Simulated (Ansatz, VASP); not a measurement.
Two plane-wave programs on Cd

POSCAR

```
Cd
1.0
    3.0176538100      0.0000000000      0.0000000000
   -1.5088269100      2.6133647300      0.0000000000
    0.0000000000      0.0000000000      5.6909230000
Cd
2
Direct
    0.3333300000      0.6666700000      0.2500000000
    0.6666600000      0.3333300000      0.7500000000
```

Contents of INCAR.step1:

```
SYSTEM = Cd
  PREC = Accurate
  ENCUT = 520
  ISMEAR = 1
  SIGMA = 0.1199
  LREAL = .False.
  LASPH = .True.
  NELM = 60
  NBANDS = 19
  GGA = PE
  ALGO = Normal
  EDIFF = 1E-4
  LWAVE = .True.
  LCHARG = .False.
```

Contents of INCAR.step2:

```
SYSTEM = Cd
  PREC = Accurate
  ENCUT = 520
  EDIFF = 1E-6
  ISMEAR = 1
  SIGMA = 0.1199
  LREAL = .False.
  LASPH = .True.
  NELM = 60
  ALGO = Normal
  ISIF = 2
  LWAVE = .False.
  LCHARG = .True.
  METAGGA = R2SCAN
  LMIXTAU = .True.
  LELF = .True.
  LVHAR = .True.
  NBANDS = 19
  ISTART = 1
```

KPOINTS

```
regular mesh
0
Gamma
  10 10 5
  0 0 0
```

Input for Ansatz:

```yaml
crystal:
  lattice:
    - [3.01765381, 0.0, 0.0]
    - [-1.50882691, 2.61336473, 0.0]
    - [0.0, 0.0, 5.690923]
  atoms:
    - { symbol: Cd, position: [0.33333, 0.66667, 0.25] }
    - { symbol: Cd, position: [0.66666, 0.33333, 0.75] }
  symmetry: { tolerance: 0.0003 }
kpoints:
  mp_grid: { grid: [10, 10, 5], shift: [0, 0, 0] }
  band_path:
    path:
      - [0.0, 0.0, 0.0]
      - [0.5, 0.0, 0.0]
      - [0.33333333, 0.33333333, 0.0]
      - [0.0, 0.0, 0.0]
      - [0.0, 0.0, 0.5]
      - [0.5, 0.0, 0.5]
      - [0.33333333, 0.33333333, 0.5]
      - [0.0, 0.0, 0.5]
      - [0.5, 0.0, 0.5]
      - [0.5, 0.0, 0.0]
      - [0.33333333, 0.33333333, 0.5]
    npoints: 6
magnetization:
  spin_polarized: false
scf:
  occupations: { method: cold, width: 0.1199 }
  lower_state_search: "off"
  max_iter: 200
hamiltonian:
  pseudopotentials: { kind: paw }
  xc: r2scan
basis:
  ecutwfc: 500
  fft_grid_basis: typed
output:
  forces: true
  stress: true
  eigenvalues: true
  bader: true
  populations: true
  elf: true
  write_potential: true
  volumetric_format: npy
  dos:
    e_range: [-12, 8]
    de: 0.05
    projected: { site_lists: { Cd: [Cd] } }
checkpoint:
  read: saved_state
```

Alike in both runs: task single point; functional r2SCAN; k mesh 10 × 10 × 5; no spin polarisation.

|  | VASP | Ansatz |
| --- | --- | --- |
| version | VASP 6.6.1 | Ansatz 0.2.0 |
| potentials or method | VASP PAW PBE potentials, release 64 (Cd), cutoff 520 eV | PAW plane waves |
| occupations | methfessel-paxton of order 1, width 0.1199 eV | cold, width 0.1199 eV |
| valence electrons in the cell | 24 | 40 |

```tsv
	VASP	Ansatz	Ansatz less VASP
pressure (GPa)	-1.3	-1.6	-0.30
traceless stress, the component that is largest in VASP (GPa)	0.46	0.47	+0.007
```

VASP's potentials were made for PBE, not for r2SCAN. VASP's potentials hold 24 valence electrons a cell and Ansatz's 40, so a difference there can come from the potentials and not from the codes. Ansatz's warnings: structure snapped to symmetry.
